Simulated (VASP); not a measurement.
# Ta4C3 (Pm-3m) in VASP: single point with PBEsol

Aim: the single point of Ta4C3 with PBEsol.

All numbers are computed with VASP 6.6.1; they aren't measurements. Logs are shortened: lines on timing, memory, paths and dates and some standing lists are left out, and cuts for length are marked.

### 1 The cell of the first run

Symmetry: Pm-3m, No. 221, cubic system. The conventional cell has a = 4.445 Å, b = 4.445 Å, c = 4.445 Å, α = 90.00°, β = 90.00°, γ = 90.00°. Ta (site symmetry 4/mmm) has 4 C at 2.22 Å within 2.9 Å. Within 2.9 Å of Ta (site symmetry m-3m) lie 6 C at 2.22 Å. C (site symmetry 4/mmm) has 6 Ta at 2.22 Å within 2.9 Å.

### 2 Single point, PBEsol

Contents of INCAR:

```
  PREC = Accurate
  ENCUT = 520
  EDIFF = 1E-6
  ISMEAR = -1
  SIGMA = 0.15
  LREAL = False
  LASPH = True
  NELM = 60
  ALGO = Normal
  ISIF = 2
  LWAVE = False
  LCHARG = False
  GGA = PS
  NBANDS = 37
```

Contents of KPOINTS:

```
Automatic mesh
0
Gamma
  6 6 6
```

Contents of POSCAR:

```
Ta4C3
1.0
    4.4452810000      0.0000000000      0.0000000000
    0.0000000000      4.4452810000      0.0000000000
    0.0000000000      0.0000000000      4.4452810000
Ta C
4 3
Direct
    0.0000000000      0.5000000000      0.5000000000
    0.5000000000      0.0000000000      0.5000000000
    0.5000000000      0.5000000000      0.0000000000
    0.0000000000      0.0000000000      0.0000000000
    0.5000000000      0.0000000000      0.0000000000
    0.0000000000      0.5000000000      0.0000000000
    0.0000000000      0.0000000000      0.5000000000
```

Potentials or basis: VASP PAW PBE potentials, release 64 (Ta_pv, C).

Run with:

```bash
$ cat potpaw_PBE.64/Ta_pv/POTCAR potpaw_PBE.64/C/POTCAR > POTCAR
$ mpirun -np 1 vasp_std > vasp.out
```

OUTCAR:

```text
PREC = Accurate
   ENCUT = 520
   EDIFF = 1E-6
   ISMEAR = -1
   LREAL = False
   LASPH = True
   NELM = 60
   ISIF = 2
   GGA = PS

 ion  position               nearest neighbor table
   1  0.000  0.500  0.500-   6 2.22   7 2.22   6 2.22   7 2.22   3 3.14   3 3.14   4 3.14   4 3.14
                             2 3.14   4 3.14   2 3.14   4 3.14   2 3.14   3 3.14   3 3.14   2 3.14
   2  0.500  0.000  0.500-   5 2.22   7 2.22   5 2.22   7 2.22   3 3.14   3 3.14   4 3.14   4 3.14
                             1 3.14   3 3.14   3 3.14   1 3.14   4 3.14   1 3.14   4 3.14   1 3.14
   3  0.500  0.500  0.000-   5 2.22   6 2.22   5 2.22   6 2.22   2 3.14   1 3.14   2 3.14   2 3.14
                             4 3.14   4 3.14   2 3.14   1 3.14   4 3.14   1 3.14   1 3.14   4 3.14
   4  0.000  0.000  0.000-   5 2.22   6 2.22   7 2.22   7 2.22   6 2.22   5 2.22   1 3.14   2 3.14
                             1 3.14   1 3.14   3 3.14   2 3.14   1 3.14   2 3.14   3 3.14   3 3.14
   5  0.500  0.000  0.000-   2 2.22   3 2.22   4 2.22   2 2.22   3 2.22   4 2.22
   6  0.000  0.500  0.000-   1 2.22   3 2.22   4 2.22   1 2.22   4 2.22   3 2.22
   7  0.000  0.000  0.500-   1 2.22   2 2.22   4 2.22   4 2.22   1 2.22   2 2.22

  LATTYP: Found a simple cubic cell.
 ALAT       =     4.4452810000

  Lattice vectors:

 A1 = (   4.4452810000,   0.0000000000,   0.0000000000)
 A2 = (   0.0000000000,   4.4452810000,   0.0000000000)
 A3 = (   0.0000000000,   0.0000000000,   4.4452810000)

Analysis of symmetry for initial positions (statically):
=====================================================================
 Subroutine PRICEL returns:
 Original cell was already a primitive cell.

 Routine SETGRP: Setting up the symmetry group for a
 simple cubic supercell.

 Subroutine GETGRP returns: Found 48 space group operations
 (whereof 48 operations were pure point group operations)
 out of a pool of 48 trial point group operations.

The static configuration has the point symmetry O_h .

Analysis of symmetry for dynamics (positions and initial velocities):
=====================================================================
 Subroutine PRICEL returns:
 Original cell was already a primitive cell.

 Routine SETGRP: Setting up the symmetry group for a
 simple cubic supercell.

 Subroutine GETGRP returns: Found 48 space group operations
 (whereof 48 operations were pure point group operations)
 out of a pool of 48 trial point group operations.

The dynamic configuration has the point symmetry O_h .

 Subroutine INISYM returns: Found 48 space group operations
 (whereof 48 operations are pure point group operations),
 and found     1 'primitive' translations

----------------------------------------------------------------------------------------

                                     Primitive cell

  volume of cell :      87.8411

  direct lattice vectors                    reciprocal lattice vectors
     4.445281000  0.000000000  0.000000000     0.224957657  0.000000000  0.000000000
     0.000000000  4.445281000  0.000000000     0.000000000  0.224957657  0.000000000
     0.000000000  0.000000000  4.445281000     0.000000000  0.000000000  0.224957657

  length of vectors
     4.445281000  4.445281000  4.445281000     0.224957657  0.224957657  0.224957657

  position of ions in fractional coordinates (direct lattice)
     0.000000000  0.500000000  0.500000000
     0.500000000  0.000000000  0.500000000
     0.500000000  0.500000000  0.000000000
     0.000000000  0.000000000  0.000000000
     0.500000000  0.000000000  0.000000000
     0.000000000  0.500000000  0.000000000
     0.000000000  0.000000000  0.500000000

  ion indices of the primitive-cell ions
   primitive index   ion index
                 1           1
                 2           2
                 3           3
                 4           4
                 5           5
                 6           6
                 7           7

----------------------------------------------------------------------------------------

 KPOINTS: Automatic mesh

Automatic generation of k-mesh.
 Grid dimensions read from file:
 generate k-points for:    6    6    6

 Generating k-lattice:

  Cartesian coordinates                     Fractional coordinates (reciprocal lattice)
     0.037492943  0.000000000  0.000000000     0.166666667  0.000000000  0.000000000
     0.000000000  0.037492943  0.000000000     0.000000000  0.166666667  0.000000000
     0.000000000  0.000000000  0.037492943     0.000000000  0.000000000  0.166666667

  Length of vectors
     0.037492943  0.037492943  0.037492943

  Shift w.r.t. Gamma in fractional coordinates (k-lattice)
     0.000000000  0.000000000  0.000000000

 Subroutine IBZKPT returns following result:
 ===========================================

 Found     20 irreducible k-points:

 Following reciprocal coordinates:
            Coordinates               Weight
  0.000000  0.000000  0.000000      1.000000
  0.166667  0.000000  0.000000      6.000000
  0.333333  0.000000  0.000000      6.000000
  0.500000  0.000000  0.000000      3.000000
  0.166667  0.166667  0.000000     12.000000
  0.333333  0.166667  0.000000     24.000000
[... 12 lines left out ...]
  0.500000  0.500000  0.333333      6.000000
  0.500000  0.500000  0.500000      1.000000
   k-points           NKPTS =     20   k-points in BZ     NKDIM =     20   number of bands    NBANDS=     37
   number of dos      NEDOS =    301   number of ions     NIONS =      7
   total plane-waves  NPLWV =  46656
   dimension x,y,z NGX =    36 NGY =   36 NGZ =   36
   dimension x,y,z NGXF=    72 NGYF=   72 NGZF=   72
   ions per type =               4   3
   NGX,Y,Z   is equivalent  to a cutoff of  13.46, 13.46, 13.46 a.u.
   NGXF,Y,Z  is equivalent  to a cutoff of  26.93, 26.93, 26.93 a.u.
 SYSTEM =  unknown system
   PREC   = accura    normal or accurate (medium, high low for compatibility)
   ISTART =      0    job   : 0-new  1-cont  2-samecut
   ICHARG =      2    charge: 1-file 2-atom 10-const
   ISPIN  =      1    spin polarized calculation?
   LNONCOLLINEAR =      F non collinear calculations
   LSORBIT =      F    spin-orbit coupling
   LASPH  =      T    aspherical Exc in radial PAW
   ENCUT  =  520.0 eV  38.22 Ry    6.18 a.u.   8.27  8.27  8.27*2*pi/ulx,y,z
   NELM   =     60;   NELMIN=  2; NELMDL= -5     # of ELM steps
   EDIFF  = 0.1E-05   stopping-criterion for ELM
   LREAL  =      F    real-space projection
   EDIFFG = 0.1E-04   stopping-criterion for IOM
   NSW    =      0    number of steps for IOM
   IBRION =     -1    ionic relax: 0-MD 1-quasi-New 2-CG
   NFREE  =      0    steps in history (QN), initial steepest desc. (CG)
   ISIF   =      2    stress and relaxation
   ISYM   =      2    0-nonsym 1-usesym 2-fastsym
   POTIM  = 0.5000    time-step for ionic-motion
   TEBEG  =    0.0;   TEEND  =   0.0 temperature during run
   PSTRESS=    0.0 pullay stress
   NELECT =      56.0000    total number of electrons
   NUPDOWN=      -1.0000    fix difference up-down
   EMIN   =  10.00;   EMAX   =-10.00  energy-range for DOS
   EFERMI =   0.00;   METHOD = LEGACY
   ISMEAR =    -1;   SIGMA  =   0.15  broadening in eV -4-tet -1-fermi 0-gaus
   EFERMI_NEDOS =   21; number of points for ismear=-14 and -15
   IALGO  =     38    algorithm
   IMIX   =      4    mixing-type and parameters
     AMIX     =   0.40;   BMIX     =  1.00
     AMIX_MAG =   1.60;   BMIX_MAG =  1.00
  volume/ion in A,a.u.               =      12.55        84.68
  Fermi-wavevector in a.u.,A,eV,Ry     =   1.408980  2.662587 27.010637  1.985226
  Thomas-Fermi vector in A             =   2.531083
   LORBIT       =      0    0 simple, 1 ext, 2 COOP (PROOUT), +10 PAW based schemes
   GGA     = PS    functional components
   LHFCALC =     F    Hartree Fock is set to
   AEXX    =    0.0000 exact exchange contribution
   IVDW    =     0    specifies the selected vdW correction
   LEPSILON=     F    determine dielectric tensor
   LRPA    =     F    only Hartree local field effects (RPA)
 non-spin polarized calculation
  energy-cutoff  :      520.00
  volume of cell :       87.84
 maximum number of plane-waves:      2392
 NGX is ok and might be reduce to    36
   NGX = 17   NGY = 17   NGZ = 17

 number of electron      56.0000005 magnetization

 Free energy of the ion-electron system (eV)
  ---------------------------------------------------
  ext. energy  EPLUGINS =         0.00000000
  ---------------------------------------------------
  free energy    TOTEN  =       -82.85391142 eV

  energy without entropy =      -82.58335248  energy(sigma->0) =      -82.71863195

 E-fermi :   6.9762     XC(G=0): -12.9602

 val. band max:        6.9027947065   @ k =   0.5000   0.1667   0.1667
 cond. band min:       6.9792774758   @ k =   0.3333   0.1667   0.1667
 fundamental gap:      0.0764827693
 Fermi energy:         6.9762101985

 k-point     1 :       0.0000    0.0000    0.0000
  band No.  band energies     occupation
      1     -28.3536      2.00000
      2     -28.3536      2.00000
      3     -28.3536      2.00000
      4     -27.7115      2.00000
      5     -27.7115      2.00000
      6     -27.7115      2.00000
[... 29 lines left out ...]
     36      10.5967      0.00000
     37      11.4858      0.00000

 k-point     2 :       0.1667    0.0000    0.0000
  band No.  band energies     occupation
      1     -28.3418      2.00000
      2     -28.3418      2.00000
      3     -28.3356      2.00000
      4     -27.7125      2.00000
      5     -27.7106      2.00000
      6     -27.7106      2.00000
[... 29 lines left out ...]
     36      11.2757      0.00000
     37      11.2792      0.00000
[... 678 lines left out ...]
     36      10.2845      0.00000
     37      10.8763      0.00000

 k-point    20 :       0.5000    0.5000    0.5000
  band No.  band energies     occupation
      1     -28.4373      2.00000
      2     -28.4373      2.00000
      3     -28.4373      2.00000
      4     -27.7130      2.00000
      5     -27.7106      2.00000
      6     -27.7106      2.00000
[... 29 lines left out ...]
     36      10.5853      0.00000
     37      11.2523      0.00000

------------------------ aborting loop because EDIFF is reached ----------------------------------------

  FORCE on cell =-STRESS in cart. coord.  units (eV):
  Direction    XX          YY          ZZ          XY          YZ          ZX
  --------------------------------------------------------------------------------------
  -------------------------------------------------------------------------------------
  Total       -4.2221936     -4.2221936     -4.2221936      0.0000000      0.0000000     -0.0000000
  in kB      -77.0107002    -77.0107002    -77.0107002      0.0000000      0.0000000     -0.0000000
  external PRESSURE =     -77.0107002 kB  Pullay stress =       0.0000000 kB

 VOLUME and BASIS-vectors are now :
 -----------------------------------------------------------------------------
  energy-cutoff  :      520.00
  volume of cell :       87.84
      direct lattice vectors                 reciprocal lattice vectors
     4.445281000  0.000000000  0.000000000     0.224957657  0.000000000  0.000000000
     0.000000000  4.445281000  0.000000000     0.000000000  0.224957657  0.000000000
     0.000000000  0.000000000  4.445281000     0.000000000  0.000000000  0.224957657

 POSITION                                       TOTAL-FORCE (eV/Angst)
 -----------------------------------------------------------------------------------
      0.00000      2.22264      2.22264         0.000000      0.000000      0.000000
      2.22264      0.00000      2.22264         0.000000      0.000000      0.000000
      2.22264      2.22264      0.00000         0.000000      0.000000      0.000000
      0.00000      0.00000      0.00000         0.000000      0.000000      0.000000
      2.22264      0.00000      0.00000         0.000000      0.000000      0.000000
      0.00000      2.22264      0.00000         0.000000      0.000000      0.000000
      0.00000      0.00000      2.22264         0.000000      0.000000      0.000000
 -----------------------------------------------------------------------------------
    total drift:                                0.000000      0.000000      0.000000

  FREE ENERGIE OF THE ION-ELECTRON SYSTEM (eV)
  ---------------------------------------------------
  free  energy   TOTEN  =       -82.8539114187 eV

  energy  without entropy=      -82.5833524841  energy(sigma->0) =      -82.71863195
```

It took 70 s on 1 thread of Intel Xeon Platinum 8375C at 2.90GHz (Ice Lake), shared host; peak memory 0.23 GiB.

What came out:

| Item | Value |
| --- | --- |
| Free energy | -82.8539 eV |
| Pressure | -7.7 GPa |
| Band gap on the k mesh | zero (band 28 reaches 7.28 eV, above the bottom of band 29 at 6.10 eV) |

Caveat: the PAW data sets were made with another functional, which shifts forces and pressure a little; spin-orbit coupling is left out, which moves the levels of the heavy elements.
